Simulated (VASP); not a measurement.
# CdS (F-43m) in VASP: further runs

Aim: see how the results for CdS move with the level of theory and the settings. Levels: r2SCAN, r2SCAN+D3(BJ). Tasks: single point.

Everything below comes from runs of VASP 6.6.1. Logs are shortened: lines on timing, memory, paths and dates and some standing lists are left out, and cuts for length are marked.

## (1) The cell of the first run

The structure is cubic, space group F-43m (No. 216). The conventional cell has a = 5.878 Å, b = 5.878 Å, c = 5.878 Å, α = 90.00°, β = 90.00°, γ = 90.00°. Cd (site symmetry -43m) has 4 S at 2.55 Å within 3.4 Å. Within 3.4 Å of S (site symmetry -43m) lie 4 Cd at 2.55 Å.

## (2) Single point, r2SCAN

Contents of POSCAR:

```
CdS
1.0
    0.0000000000      2.9392138883      2.9392138883
    2.9392138883      0.0000000000      2.9392138883
    2.9392138883      2.9392138883      0.0000000000
Cd S
1 1
Direct
    0.0000000000      0.0000000000      0.0000000000
    0.2500000000      0.2500000000      0.2500000000
```

Contents of INCAR.step1:

```
SYSTEM = CdS
ALGO = Normal
EDIFF = 1E-5
ENCUT = 550
GGA = PE
GGA_COMPAT = .False.
ISMEAR = -1
LASPH = .True.
LCHARG = .False.
LREAL = .False.
LWAVE = .True.
NBANDS = 16
NELM = 120
PREC = Accurate
SIGMA = 0.001
```

Contents of INCAR.step2:

```
SYSTEM = CdS
ALGO = Normal
EDIFF = 1E-6
ENCUT = 550
GGA_COMPAT = .False.
ISIF = 2
ISMEAR = -1
ISTART = 1
LASPH = .True.
LCHARG = .False.
LMIXTAU = .True.
LREAL = .False.
LWAVE = .False.
METAGGA = R2SCAN
NBANDS = 16
NELM = 120
PREC = Accurate
SIGMA = 0.001
```

Contents of KPOINTS:

```
k-points
0
Gamma
  6 6 6
  0 0 0
```

Potentials or basis: VASP PAW PBE potentials, release 64 (Cd, S).

The run is started by

```
cat potpaw_PBE.64/Cd/POTCAR potpaw_PBE.64/S/POTCAR > POTCAR
cp INCAR.step1 INCAR
mpirun -np 1 vasp_std > vasp.out
cp INCAR.step2 INCAR
mpirun -np 1 vasp_std > vasp.out
```

OUTCAR:

```text
SYSTEM = CdS
   EDIFF = 1E-6
   ENCUT = 550
   ISIF = 2
   ISMEAR = -1
   ISTART = 1
   LASPH = .True.
   LREAL = .False.
   METAGGA = R2SCAN
   NELM = 120
   PREC = Accurate

 ion  position               nearest neighbor table
   1  0.000  0.000  0.000-   2 2.55   2 2.55   2 2.55   2 2.55
   2  0.250  0.250  0.250-   1 2.55   1 2.55   1 2.55   1 2.55

  LATTYP: Found a face centered cubic cell.
 ALAT       =     5.8784277766

  Lattice vectors:

 A1 = (   0.0000000000,   2.9392138883,   2.9392138883)
 A2 = (   2.9392138883,   0.0000000000,   2.9392138883)
 A3 = (   2.9392138883,   2.9392138883,   0.0000000000)

Analysis of symmetry for initial positions (statically):
=====================================================================
 Subroutine PRICEL returns:
 Original cell was already a primitive cell.

 Routine SETGRP: Setting up the symmetry group for a
 face centered cubic supercell.

 Subroutine GETGRP returns: Found 24 space group operations
 (whereof 24 operations were pure point group operations)
 out of a pool of 48 trial point group operations.

The static configuration has the point symmetry T_d .

Analysis of symmetry for dynamics (positions and initial velocities):
=====================================================================
 Subroutine PRICEL returns:
 Original cell was already a primitive cell.

 Routine SETGRP: Setting up the symmetry group for a
 face centered cubic supercell.

 Subroutine GETGRP returns: Found 24 space group operations
 (whereof 24 operations were pure point group operations)
 out of a pool of 48 trial point group operations.

The dynamic configuration has the point symmetry T_d .

 Subroutine INISYM returns: Found 24 space group operations
 (whereof 24 operations are pure point group operations),
 and found     1 'primitive' translations

----------------------------------------------------------------------------------------

                                     Primitive cell

  volume of cell :      50.7836

  direct lattice vectors                    reciprocal lattice vectors
     0.000000000  2.939213888  2.939213888    -0.170113513  0.170113513  0.170113513
     2.939213888  0.000000000  2.939213888     0.170113513 -0.170113513  0.170113513
     2.939213888  2.939213888  0.000000000     0.170113513  0.170113513 -0.170113513

  length of vectors
     4.156676144  4.156676144  4.156676144     0.294645248  0.294645248  0.294645248

  position of ions in fractional coordinates (direct lattice)
[... 62 lines left out ...]
   ISTART =      1    job   : 0-new  1-cont  2-samecut
   ICHARG =      0    charge: 1-file 2-atom 10-const
   ISPIN  =      1    spin polarized calculation?
   LNONCOLLINEAR =      F non collinear calculations
   LSORBIT =      F    spin-orbit coupling
   LASPH  =      T    aspherical Exc in radial PAW
   ENCUT  =  550.0 eV  40.42 Ry    6.36 a.u.   7.95  7.95  7.95*2*pi/ulx,y,z
   NELM   =    120;   NELMIN=  2; NELMDL=  0     # of ELM steps
   EDIFF  = 0.1E-05   stopping-criterion for ELM
   LREAL  =      F    real-space projection
[... 7 lines left out ...]
   TEBEG  =    0.0;   TEEND  =   0.0 temperature during run
   PSTRESS=    0.0 pullay stress
   NELECT =      18.0000    total number of electrons
   NUPDOWN=      -1.0000    fix difference up-down
   EMIN   =  10.00;   EMAX   =-10.00  energy-range for DOS
   EFERMI =   0.00;   METHOD = LEGACY
   ISMEAR =    -1;   SIGMA  =   0.00  broadening in eV -4-tet -1-fermi 0-gaus
   EFERMI_NEDOS =   21; number of points for ismear=-14 and -15
   IALGO  =     38    algorithm
   IMIX   =      4    mixing-type and parameters
     AMIX     =   0.40;   BMIX     =  1.00
     AMIX_MAG =   1.60;   BMIX_MAG =  1.00
  volume/ion in A,a.u.               =      25.39       171.35
  Fermi-wavevector in a.u.,A,eV,Ry     =   1.158576  2.189391 18.263073  1.342298
  Thomas-Fermi vector in A             =   2.295177
   LORBIT       =      0    0 simple, 1 ext, 2 COOP (PROOUT), +10 PAW based schemes
   METAGGA = R2SCAN    functional components
   LHFCALC =     F    Hartree Fock is set to
   AEXX    =    0.0000 exact exchange contribution
   IVDW    =     0    specifies the selected vdW correction
   LEPSILON=     F    determine dielectric tensor
   LRPA    =     F    only Hartree local field effects (RPA)
 non-spin polarized calculation
  energy-cutoff  :      550.00
  volume of cell :       50.78
 maximum number of plane-waves:      1524
   NGX = 15   NGY = 15   NGZ = 15

 number of electron      18.0000005 magnetization

 Free energy of the ion-electron system (eV)
  ---------------------------------------------------
  ext. energy  EPLUGINS =         0.00000000
  ---------------------------------------------------
  free energy    TOTEN  =       -29.68434407 eV

  energy without entropy =      -29.68434407  energy(sigma->0) =      -29.68434407

 E-fermi :   0.8933     XC(G=0):  -9.6185

 val. band max:        0.8540649174   @ k =   0.0000   0.0000   0.0000
 cond. band min:       2.3915567330   @ k =   0.0000   0.0000   0.0000
 fundamental gap:      1.5374918155
 Fermi energy:         0.8933308152

 k-point     1 :       0.0000    0.0000    0.0000
  band No.  band energies     occupation
      1     -11.8769      2.00000
      2      -7.0335      2.00000
      3      -7.0335      2.00000
      4      -7.0335      2.00000
      5      -6.5531      2.00000
      6      -6.5531      2.00000
[... 281 lines left out ...]
      3      -6.7619      2.00000
      4      -6.6313      2.00000
      5      -6.5123      2.00000
      6      -5.9902      2.00000
[... 8 lines left out ...]
     15      14.6694      0.00000
     16      14.7250      0.00000

------------------------ aborting loop because EDIFF is reached ----------------------------------------

  FORCE on cell =-STRESS in cart. coord.  units (eV):
  Direction    XX          YY          ZZ          XY          YZ          ZX
  --------------------------------------------------------------------------------------
  -------------------------------------------------------------------------------------
  Total        0.0886558      0.0886558      0.0886558      0.0000000     -0.0000000     -0.0000000
  in kB        2.7970124      2.7970124      2.7970124      0.0000000     -0.0000000     -0.0000000
  external PRESSURE =       2.7970124 kB  Pullay stress =       0.0000000 kB

 VOLUME and BASIS-vectors are now :
 -----------------------------------------------------------------------------
  energy-cutoff  :      550.00
  volume of cell :       50.78
      direct lattice vectors                 reciprocal lattice vectors
     0.000000000  2.939213888  2.939213888    -0.170113513  0.170113513  0.170113513
     2.939213888  0.000000000  2.939213888     0.170113513 -0.170113513  0.170113513
     2.939213888  2.939213888  0.000000000     0.170113513  0.170113513 -0.170113513

 POSITION                                       TOTAL-FORCE (eV/Angst)
 -----------------------------------------------------------------------------------
      0.00000      0.00000      0.00000        -0.000000      0.000000     -0.000000
      1.46961      1.46961      1.46961         0.000000     -0.000000      0.000000
 -----------------------------------------------------------------------------------
    total drift:                                0.000000      0.000000      0.000000

  FREE ENERGIE OF THE ION-ELECTRON SYSTEM (eV)
  ---------------------------------------------------
  free  energy   TOTEN  =       -29.6843440712 eV

  energy  without entropy=      -29.6843440712  energy(sigma->0) =      -29.68434407
```

Run time: 45 s. Hardware: 1 thread of Intel Xeon 6975P-C (Granite Rapids), shared host; peak memory 0.18 GiB.

What came out:

| Quantity | Value |
| --- | --- |
| Free energy | -29.6843 eV |
| Pressure | 0.3 GPa |
| Band gap on the k mesh | 1.54 eV |

Caveat: the PAW data sets were made with another functional, which shifts forces and pressure a little. r2SCAN opens gaps a little over a GGA but as a rule still falls short of measured ones.

## (3) Single point, r2SCAN+D3(BJ)

POSCAR is that of step 2.

Contents of INCAR.step1:

```
PREC = Accurate ; ENCUT = 550
ISMEAR = 0 ; SIGMA = 0.01
LREAL = False ; LASPH = True
NELM = 120 ; NBANDS = 16
GGA = PE ; ALGO = Normal
EDIFF = 1E-5 ; LWAVE = True
LCHARG = False ; GGA_COMPAT = False
```

Contents of INCAR.step2:

```
PREC = Accurate ; ENCUT = 550
EDIFF = 1E-6 ; ISMEAR = 0
SIGMA = 0.01 ; LREAL = False
LASPH = True ; NELM = 120
ALGO = Normal ; ISIF = 2
LWAVE = False ; LCHARG = False
METAGGA = R2SCAN ; LMIXTAU = True
IVDW = 12 ; VDW_S6 = 1.0
VDW_S8 = 0.78981345 ; VDW_A1 = 0.49484001
VDW_A2 = 5.73083694 ; NBANDS = 16
ISTART = 1 ; GGA_COMPAT = False
```

Contents of KPOINTS:

```
Automatic mesh
0
Gamma
  6 6 6
```

Potentials or basis: VASP PAW PBE potentials, release 64 (Cd, S).

The run is started by

```
cat potpaw_PBE.64/Cd/POTCAR potpaw_PBE.64/S/POTCAR > POTCAR
cp INCAR.step1 INCAR
mpirun -np 1 vasp_std > vasp.out
cp INCAR.step2 INCAR
mpirun -np 1 vasp_std > vasp.out
```

OUTCAR:

```text
PREC = Accurate
   ENCUT = 550
   EDIFF = 1E-6
   ISMEAR = 0
   LREAL = False
   LASPH = True
   NELM = 120
   ISIF = 2
   METAGGA = R2SCAN
   IVDW = 12
   ISTART = 1
 IVDW          = 12

 ion  position               nearest neighbor table
   1  0.000  0.000  0.000-   2 2.55   2 2.55   2 2.55   2 2.55
   2  0.250  0.250  0.250-   1 2.55   1 2.55   1 2.55   1 2.55

  LATTYP: Found a face centered cubic cell.
 ALAT       =     5.8784277766

  Lattice vectors:

 A1 = (   0.0000000000,   2.9392138883,   2.9392138883)
 A2 = (   2.9392138883,   0.0000000000,   2.9392138883)
 A3 = (   2.9392138883,   2.9392138883,   0.0000000000)

Analysis of symmetry for initial positions (statically):
=====================================================================
 Subroutine PRICEL returns:
 Original cell was already a primitive cell.

 Routine SETGRP: Setting up the symmetry group for a
 face centered cubic supercell.

 Subroutine GETGRP returns: Found 24 space group operations
 (whereof 24 operations were pure point group operations)
 out of a pool of 48 trial point group operations.

The static configuration has the point symmetry T_d .

Analysis of symmetry for dynamics (positions and initial velocities):
=====================================================================
 Subroutine PRICEL returns:
 Original cell was already a primitive cell.

 Routine SETGRP: Setting up the symmetry group for a
 face centered cubic supercell.

 Subroutine GETGRP returns: Found 24 space group operations
 (whereof 24 operations were pure point group operations)
 out of a pool of 48 trial point group operations.

The dynamic configuration has the point symmetry T_d .

 Subroutine INISYM returns: Found 24 space group operations
 (whereof 24 operations are pure point group operations),
 and found     1 'primitive' translations

----------------------------------------------------------------------------------------

                                     Primitive cell
[... 101 lines left out ...]
     AMIX     =   0.40;   BMIX     =  1.00
     AMIX_MAG =   1.60;   BMIX_MAG =  1.00
  volume/ion in A,a.u.               =      25.39       171.35
  Fermi-wavevector in a.u.,A,eV,Ry     =   1.158576  2.189391 18.263073  1.342298
  Thomas-Fermi vector in A             =   2.295177
   LORBIT       =      0    0 simple, 1 ext, 2 COOP (PROOUT), +10 PAW based schemes
   METAGGA = R2SCAN    functional components
   LHFCALC =     F    Hartree Fock is set to
   AEXX    =    0.0000 exact exchange contribution
   IVDW    =    12    specifies the selected vdW correction
   LEPSILON=     F    determine dielectric tensor
   LRPA    =     F    only Hartree local field effects (RPA)
 non-spin polarized calculation
 Gauss-broadening in eV      SIGMA  =   0.01
  energy-cutoff  :      550.00
  volume of cell :       50.78
 maximum number of plane-waves:      1524
   NGX = 15   NGY = 15   NGZ = 15

 number of electron      18.0000005 magnetization

 Free energy of the ion-electron system (eV)
  ---------------------------------------------------
  ext. energy  EPLUGINS =         0.00000000
  ---------------------------------------------------
  free energy    TOTEN  =       -29.68434407 eV

  energy without entropy =      -29.68434407  energy(sigma->0) =      -29.68434407

 E-fermi :   0.9719     XC(G=0):  -9.6185

 val. band max:        0.8540649175   @ k =   0.0000   0.0000   0.0000
 cond. band min:       2.3915567330   @ k =   0.0000   0.0000   0.0000
 fundamental gap:      1.5374918155
 Fermi energy:         0.9719242642

 k-point     1 :       0.0000    0.0000    0.0000
  band No.  band energies     occupation
      1     -11.8769      2.00000
      2      -7.0335      2.00000
      3      -7.0335      2.00000
      4      -7.0335      2.00000
      5      -6.5531      2.00000
      6      -6.5531      2.00000
[... 281 lines left out ...]
      3      -6.7619      2.00000
      4      -6.6313      2.00000
      5      -6.5123      2.00000
      6      -5.9902      2.00000
[... 8 lines left out ...]
     15      14.6694      0.00000
     16      14.7250      0.00000

------------------------ aborting loop because EDIFF is reached ----------------------------------------

 Edisp (eV)   -0.28932

 E8    (eV) :    -0.0917

  FORCE on cell =-STRESS in cart. coord.  units (eV):
  Direction    XX          YY          ZZ          XY          YZ          ZX
  --------------------------------------------------------------------------------------
  -------------------------------------------------------------------------------------
  Total      -0.20468    -0.20468    -0.20468    -0.00000    -0.00000     0.00000
  in kB      -6.45732    -6.45732    -6.45732    -0.00000    -0.00000     0.00000
  external pressure =       -6.46 kB  Pullay stress =        0.00 kB

 VOLUME and BASIS-vectors are now :
 -----------------------------------------------------------------------------
  energy-cutoff  :      550.00
  volume of cell :       50.78
      direct lattice vectors                 reciprocal lattice vectors
     0.000000000  2.939213888  2.939213888    -0.170113513  0.170113513  0.170113513
     2.939213888  0.000000000  2.939213888     0.170113513 -0.170113513  0.170113513
     2.939213888  2.939213888  0.000000000     0.170113513  0.170113513 -0.170113513

 POSITION                                       TOTAL-FORCE (eV/Angst)
 -----------------------------------------------------------------------------------
      0.00000      0.00000      0.00000        -0.000000     -0.000000     -0.000000
      1.46961      1.46961      1.46961         0.000000      0.000000      0.000000
 -----------------------------------------------------------------------------------
    total drift:                                0.000000      0.000000      0.000000

  FREE ENERGIE OF THE ION-ELECTRON SYSTEM (eV)
  ---------------------------------------------------
  free  energy   TOTEN  =       -29.9736600004 eV

  energy  without entropy=      -29.9736600004  energy(sigma->0) =      -29.97366000
```

OUTCAR.step1:

```text
PREC = Accurate
   ENCUT = 550
   ISMEAR = 0
   LREAL = False
   LASPH = True
[... 514 lines left out ...]
      0.00000      0.00000      0.00000        -0.000000      0.000000     -0.000000
      1.46961      1.46961      1.46961         0.000000     -0.000000      0.000000
 -----------------------------------------------------------------------------------
    total drift:                               -0.000000     -0.000000      0.000000

  FREE ENERGIE OF THE ION-ELECTRON SYSTEM (eV)
  ---------------------------------------------------
  free  energy   TOTEN  =        -6.1370046822 eV

  energy  without entropy=       -6.1370046822  energy(sigma->0) =       -6.13700468
```

Run time: 46 s. Hardware: 1 thread of Intel Xeon 6975P-C (Granite Rapids), shared host; peak memory 0.18 GiB.

What came out:

* Free energy: -29.9737 eV
* Pressure: -0.6 GPa
* Band gap on the k mesh: 1.54 eV
* Dispersion energy per atom: -0.145 eV

Levels at points of the mesh, in eV from the valence-band top:
```csv
k point,band 5,band 6,band 7,band 8,band 9,band 10,band 11,band 12,band 13,band 14
"(0.00, 0.00, 0.00)",-7.41,-7.41,0.00,0.00,0.00,1.54,7.08,7.08,7.08,11.82
"(0.50, 0.00, 0.00)",-7.37,-7.04,-4.32,-0.73,-0.73,3.44,7.48,7.48,7.83,11.49
"(0.50, 0.50, 0.00)",-7.32,-6.98,-3.88,-1.84,-1.84,3.88,4.73,9.69,11.40,11.40
```

Caveat: the PAW data sets were made with another functional, which shifts forces and pressure a little.

(Part 1 of 2 ends here.)
